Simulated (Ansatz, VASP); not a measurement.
**One calculation of Na, two programs**

File INCAR:

```
PREC = Accurate ; ENCUT = 520
EDIFF = 1E-6 ; ISMEAR = 0
SIGMA = 0.15 ; LREAL = F
LASPH = T ; NELM = 100
ALGO = Fast ; ISIF = 2
LWAVE = F ; LCHARG = F
NBANDS = 14
```

File KPOINTS:

```
Automatic mesh
0
Gamma
  15 15 8
```

The input POSCAR:

```
Na
1.0
    3.6209798977      0.0000000000      0.0000000000
   -1.8104899489      3.1358605780      0.0000000000
    0.0000000000      0.0000000000      5.8981745703
Na
2
Direct
    0.2689032601      0.6666666667      0.2500000000
    0.7310967399      0.3333333333      0.7500000000
```

Input for Ansatz:

```yaml
crystal:
  lattice:
    - [3.6209798977, 0.0, 0.0]
    - [-1.8104899489, 3.135860578, 0.0]
    - [0.0, 0.0, 5.8981745703]
  atoms:
    - { symbol: Na, position: [0.2689032601, 0.6666666667, 0.25] }
    - { symbol: Na, position: [0.7310967399, 0.3333333333, 0.75] }
basis:
  ecutwfc: 520.0
kpoints:
  mp_grid: { grid: [15, 15, 8] }
hamiltonian:
  xc: lda
  pseudopotentials: { kind: paw }
scf:
  occupations: { method: gaussian, width: 0.15 }
output:
  forces: true
  stress: true
  eigenvalues: true
```

Change from the starting cell: mode 4 frozen in at -0.233 Å and mode 6 at +0.000 Å (largest displacements).

Alike in both runs: task single point; functional LDA; k mesh 15 × 15 × 8; occupations gaussian, width 0.15 eV; no spin polarisation.

|  | VASP | Ansatz |
| --- | --- | --- |
| version | VASP 6.6.1 | Ansatz 0.2.0 |
| potentials or method | VASP PAW LDA potentials, release 64 (Na_pv), cutoff 520 eV | scalar-relativistic, plane waves, PAW |
| valence electrons in the cell | 14 | 18 |

|  | VASP | Ansatz | Ansatz less VASP |
| --- | --- | --- | --- |
| gap on the k mesh at the Fermi level (eV) | none | none | - |
| pressure (GPa) | 0.0 | 0.0 | +0.04 |
| traceless stress, the component that is largest in VASP (GPa) | 0.39 | 0.38 | -0.001 |
| rms of the force components (eV/Å) | 0.038 | 0.038 | -0.0002 |

LDA's correlation is that of Perdew and Zunger in VASP and of Perdew and Wang (1992) in Ansatz. Atom by atom the forces differ by 0.000 eV/Å (rms over components). A gap of «none» marks a metal or a gap that the smearing closes. VASP's potentials hold 14 valence electrons a cell and Ansatz's 18, so a difference there can come from the potentials and not from the codes.
